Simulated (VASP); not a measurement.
# WC (P1) in VASP: notebook, part 2 of 2

VASP 6.6.1. Earlier steps stand in the parts before.

### 3 Single point, PBEsol

Contents of INCAR:

```
SYSTEM = WC
PREC = Accurate
ENCUT = 520
EDIFF = 1E-6
ISMEAR = -1
SIGMA = 0.36
LREAL = Auto
LASPH = .True.
NELM = 80
ALGO = Normal
ISIF = 2
LWAVE = .False.
LCHARG = .False.
GGA = PS
NBANDS = 86
```

Contents of KPOINTS:

```
regular mesh
0
Gamma
  2 2 2
  0 0 0
```

Contents of POSCAR:

```
WC
1.0
   -3.0444810000     -5.2731960000      0.0000000000
    4.5667220000     -2.6365980000      0.0000000000
    0.0000000000      0.0000000000      5.9459940000
W C
8 8
Direct
    0.7563793203      0.5267635012     -0.0119239945
    0.7576219030      0.4950740354      0.5131185803
    0.4985684621     -0.0278575726     -0.0056676815
    0.4924228101     -0.0072980380      0.4861928889
    0.2671107157      0.5164127571      0.0002690887
    0.2450683645      0.5299656908      0.4971078006
   -0.0043690319     -0.0191387684      0.0043390558
   -0.0158971507     -0.0211527159      0.5151199278
    0.5539933941      0.6497707464      0.2656578530
    0.4833143222      0.7372336812      0.7363445035
    0.2090087278      0.2091923048      0.2739323316
    0.2320915825      0.1725085112      0.7425839986
    0.0753202610      0.6603666927      0.2329972079
   -0.0087273289      0.6821369492      0.7535157284
    0.7221128003      0.1699378023      0.2637405958
    0.7800776371      0.1630122317      0.7534148201
```

Potentials or basis: VASP PAW PBE potentials, release 64 (W_sv, C).

The run is started by

```console
> cat potpaw_PBE.64/W_sv/POTCAR potpaw_PBE.64/C/POTCAR > POTCAR
> mpirun -np 1 vasp_std > vasp.out
```

It took 99 s on 1 thread of Intel Xeon 6975P-C (Granite Rapids), shared host; peak memory 0.33 GiB.

Results (log left out):

* Free energy: -182.2189 eV
* Pressure: -28.1 GPa
* Largest force: 5.427 eV/Å
* Band gap on the k mesh: zero (band 72 reaches 9.59 eV, above the bottom of band 73 at 9.23 eV)

Forces in eV/Å, atoms in the order of the input:
```
W   -2.660  1.027  1.189
W   -0.275  0.375 -0.682
W    3.455 -2.560  1.587
W    2.508 -1.292  0.276
W   -1.830  1.054 -1.823
W   -3.301 -0.044  1.839
W    2.125 -2.046  0.321
W    2.105 -2.871 -2.023
C    2.748  1.545 -0.972
C   -4.945  2.038  0.387
C   -2.664  0.007 -0.988
C   -0.476 -0.492  0.720
C    4.465  3.060  0.388
C   -1.307 -0.110  0.019
C   -1.468 -1.237 -0.553
C    1.522  1.544  0.315
```

Stress tensor (GPa, compression positive):
```
-26.04  -1.09   0.92
 -1.09 -28.46   1.55
  0.92   1.55 -29.95
```

Levels at points of the mesh, in eV from the Fermi level:
| k point | band 69 | band 70 | band 71 | band 72 | band 73 | band 74 | band 75 | band 76 |
| --- | --- | --- | --- | --- | --- | --- | --- | --- |
| (0.00, 0.00, 0.00) | -0.71 | -0.61 | -0.42 | -0.07 | 0.13 | 0.32 | 0.73 | 1.02 |
| (0.50, 0.00, 0.00) | -0.98 | -0.78 | 0.04 | 0.19 | 0.20 | 0.57 | 0.76 | 0.82 |
| (0.00, 0.50, 0.00) | -0.87 | -0.37 | -0.26 | -0.20 | 0.25 | 1.30 | 1.40 | 1.57 |
| (0.50, 0.50, 0.00) | -1.47 | -1.20 | -0.88 | -0.79 | 0.82 | 0.97 | 1.22 | 1.37 |
| (0.00, 0.00, 0.50) | -1.06 | -0.80 | -0.23 | 0.00 | 0.15 | 0.56 | 0.69 | 0.74 |
| (0.50, 0.00, 0.50) | -1.02 | -0.93 | -0.80 | -0.52 | 0.02 | 0.28 | 0.44 | 0.70 |
| (0.00, 0.50, 0.50) | -1.16 | -1.10 | -0.98 | -0.94 | -0.17 | 0.33 | 0.95 | 1.38 |
| (0.50, 0.50, 0.50) | -1.46 | -1.15 | -0.88 | -0.84 | 0.40 | 0.50 | 0.88 | 1.02 |

Caveat: the k points lie up to 0.60 Å⁻¹ apart; the PAW data sets were made with another functional, which shifts forces and pressure a little; spin-orbit coupling is left out, which moves the levels of the heavy elements.

### 4 Single point, PBEsol

Contents of INCAR:

```
ALGO = Normal
EDIFF = 1E-7
ENCUT = 520
GGA = PS
ISIF = 2
ISMEAR = -1
LASPH = T
LCHARG = F
LREAL = Auto
LWAVE = F
NBANDS = 86
NELM = 80
PREC = Accurate
SIGMA = 0.36
```

Contents of KPOINTS:

```
k-points
0
Gamma
  2 2 2
```

Contents of POSCAR:

```
WC
1.0
   -3.0444810000     -5.2731960000      0.0000000000
    4.5667220000     -2.6365980000      0.0000000000
    0.0000000000      0.0000000000      5.9459940000
W C
8 8
Direct
    0.7318633259      0.5404848358     -0.0123612637
    0.7736618232      0.4670524549      0.5182312663
    0.5258415760     -0.0143615733      0.0272956885
    0.5084267690      0.0844140804      0.5080227124
    0.2624926023      0.4583273824      0.0254288854
    0.2468935243      0.5342043251      0.5126476751
   -0.0008060384     -0.0212962315     -0.0401278575
   -0.0324608498     -0.0437789821      0.4605285508
    0.4977269326      0.6584198008      0.3105788536
    0.4580571038      0.5158067755      0.7727387549
    0.2407286534      0.2237696561      0.2919276407
    0.1762072543      0.1803174438      0.6751268165
   -0.0378820356      0.5897597581      0.2294990543
   -0.0628377803      0.7291426042      0.7279859347
    0.7407852447      0.1745029810      0.1984193055
    0.7438179272      0.1846706558      0.7986217275
```

The run is started by

```console
> cat potpaw_PBE.64/W_sv/POTCAR potpaw_PBE.64/C/POTCAR > POTCAR
> mpirun -np 1 vasp_std > vasp.out
```

Run time: 2.4 min. Hardware: 1 thread of Intel Xeon 6975P-C (Granite Rapids), shared host; peak memory 0.33 GiB.

The run converged. Its results:

```yaml
Free_energy: -175.9764 eV
Pressure: -11.8 GPa
Largest_force: 4.602 eV/Å
Band_gap_on_the_k_mesh: zero (band 72 reaches 9.75 eV, above the bottom of band 73 at 9.39 eV)
```

Forces on the atoms (eV/Å):
```
W   -3.486  1.756  1.172
W    2.258  0.968 -1.914
W    1.978  1.502 -0.946
W   -1.902  3.878 -0.508
W    2.531  1.693  0.746
W   -0.127  1.663  0.001
W    1.977 -1.644  2.127
W    2.893 -2.534 -0.752
C    0.435 -1.492 -1.975
C    0.546 -3.217 -1.429
C   -3.407  0.537 -1.142
C   -0.781 -0.266  1.981
C    1.483 -4.105  1.458
C   -3.264  1.748 -0.125
C   -0.707 -1.324  3.244
C   -0.426  0.839 -1.936
```

Stress tensor (GPa, compression positive):
```
-12.31  -1.36  -3.76
 -1.36 -10.46  -2.43
 -3.76  -2.43 -12.51
```

Levels at points of the mesh, in eV from the Fermi level:
```
           k point  band 69  band 70  band 71  band 72  band 73  band 74  band 75  band 76
(0.00, 0.00, 0.00)    -0.57    -0.51    -0.31    -0.05     0.19     0.61     0.83     1.02
(0.50, 0.00, 0.00)    -0.81    -0.48    -0.08     0.08     0.12     0.35     0.52     0.90
(0.00, 0.50, 0.00)    -0.71    -0.44    -0.41     0.23     0.45     0.57     0.79     1.16
(0.50, 0.50, 0.00)    -0.92    -0.74    -0.49    -0.26     0.27     0.51     0.79     0.81
(0.00, 0.00, 0.50)    -0.94    -0.64    -0.45    -0.26     0.07     0.10     0.46     0.76
(0.50, 0.00, 0.50)    -1.01    -0.51    -0.42    -0.08     0.14     0.38     0.64     0.77
(0.00, 0.50, 0.50)    -0.87    -0.74    -0.51    -0.22    -0.04     0.17     0.33     0.66
(0.50, 0.50, 0.50)    -0.99    -0.82    -0.51    -0.24    -0.12     0.19     0.67     0.95
```

Caveat: the k points lie up to 0.60 Å⁻¹ apart; the PAW data sets were made with another functional, which shifts forces and pressure a little; spin-orbit coupling is left out, which moves the levels of the heavy elements.

### 5 Single point, PBEsol

Contents of INCAR:

```
PREC     = Accurate       # precision mode
ENCUT    = 520            # plane-wave cutoff, eV
EDIFF    = 1E-6           # SCF threshold, eV
ISMEAR   = -1             # smearing method
SIGMA    = 0.36           # smearing width, eV
LREAL    = Auto         
LASPH    = T              # aspherical terms in the spheres
NELM     = 80             # most SCF steps
ALGO     = Normal         # electronic algorithm
ISIF     = 2              # what is computed and relaxed
LWAVE    = F              # write WAVECAR
LCHARG   = F              # write CHGCAR
GGA      = PS             # functional
NBANDS   = 86             # bands
```

Contents of KPOINTS:

```
regular mesh
0
Gamma
  2 2 2
```

Contents of POSCAR:

```
WC
1.0
   -3.0444810000     -5.2731960000      0.0000000000
    4.5667220000     -2.6365980000      0.0000000000
    0.0000000000      0.0000000000      5.9459940000
W C
8 8
Direct
    0.7540555190      0.5055065100      0.0004877233
    0.7276060258      0.4992383423      0.5123281322
    0.5547952939      0.0096926704      0.0213757363
    0.4987139389      0.0374284030      0.5002695933
    0.2345496093      0.4928221664      0.0141103405
    0.2269977260      0.4940064808      0.4673566775
    0.0133623222      0.0012659707     -0.0279515923
   -0.0074538471     -0.0326915227      0.5156412872
    0.4759571120      0.6599355915      0.2808781845
    0.4472323507      0.6251071106      0.7665328959
    0.2239205024      0.1948053144      0.2366130877
    0.3154623101      0.1075649031      0.7831323072
    0.0135821911      0.6975573995      0.2406998729
   -0.0242239743      0.6432295573      0.7192405509
    0.7542927812      0.2321424516      0.2065424217
    0.7534592139      0.0616179967      0.7111006167
```

The run is started by

```console
> cat potpaw_PBE.64/W_sv/POTCAR potpaw_PBE.64/C/POTCAR > POTCAR
> mpirun -np 1 vasp_std > vasp.out
```

Run time: 1.8 min. Hardware: 1 thread of Intel Xeon 6975P-C (Granite Rapids), shared host; peak memory 0.33 GiB.

It converged, with:

| Quantity | Value |
| --- | --- |
| Free energy | -180.2990 eV |
| Pressure | -20.4 GPa |
| Largest force | 5.214 eV/Å |
| Band gap on the k mesh | zero (band 72 reaches 9.47 eV, above the bottom of band 73 at 9.30 eV) |

Forces on the atoms (eV/Å):
```
W    3.470 -1.278 -1.588
W    0.202  0.817 -1.570
W    0.176  4.613 -1.954
W   -2.472  2.280 -0.945
W    0.659 -0.620 -2.503
W    0.091 -0.849  4.206
W   -0.261 -0.256  2.618
W    0.104 -3.290 -4.044
C    0.566 -2.287 -1.531
C   -1.694 -2.358 -0.821
C   -2.046  0.148  0.881
C    2.521  2.239 -0.414
C   -0.050  1.313 -0.739
C   -1.113 -0.864  1.611
C   -2.994  1.553  3.690
C    2.841 -1.161  3.102
```

Stress tensor (GPa, compression positive):
```
-19.24  -2.67  -0.76
 -2.67 -20.97   1.79
 -0.76   1.79 -20.99
```

Levels at points of the mesh, in eV from the Fermi level:
| k point | band 68 | band 69 | band 70 | band 71 | band 72 | band 73 | band 74 | band 75 | band 76 | band 77 |
| --- | --- | --- | --- | --- | --- | --- | --- | --- | --- | --- |
| (0.00, 0.00, 0.00) | -1.13 | -0.78 | -0.46 | -0.31 | 0.00 | 0.45 | 0.61 | 1.01 | 1.14 | 1.54 |
| (0.50, 0.00, 0.00) | -1.28 | -0.90 | -0.64 | -0.38 | -0.14 | 0.10 | 0.26 | 0.69 | 1.06 | 1.22 |
| (0.00, 0.50, 0.00) | -1.01 | -0.82 | -0.64 | -0.24 | -0.06 | 0.71 | 0.97 | 1.12 | 1.37 | 1.64 |
| (0.50, 0.50, 0.00) | -1.59 | -1.04 | -0.84 | -0.58 | -0.48 | 0.69 | 0.72 | 1.11 | 1.24 | 1.51 |
| (0.00, 0.00, 0.50) | -1.18 | -1.07 | -0.94 | -0.42 | -0.38 | 0.08 | 0.66 | 0.92 | 0.96 | 1.17 |
| (0.50, 0.00, 0.50) | -1.18 | -1.03 | -0.78 | -0.67 | -0.56 | -0.17 | 0.09 | 0.34 | 0.41 | 1.20 |
| (0.00, 0.50, 0.50) | -1.31 | -1.14 | -1.03 | -0.75 | -0.45 | 0.18 | 0.44 | 0.70 | 0.80 | 1.23 |
| (0.50, 0.50, 0.50) | -1.55 | -1.25 | -0.93 | -0.84 | -0.58 | 0.50 | 0.57 | 0.96 | 1.12 | 1.43 |

Caveat: the k points lie up to 0.60 Å⁻¹ apart; the PAW data sets were made with another functional, which shifts forces and pressure a little; spin-orbit coupling is left out, which moves the levels of the heavy elements.
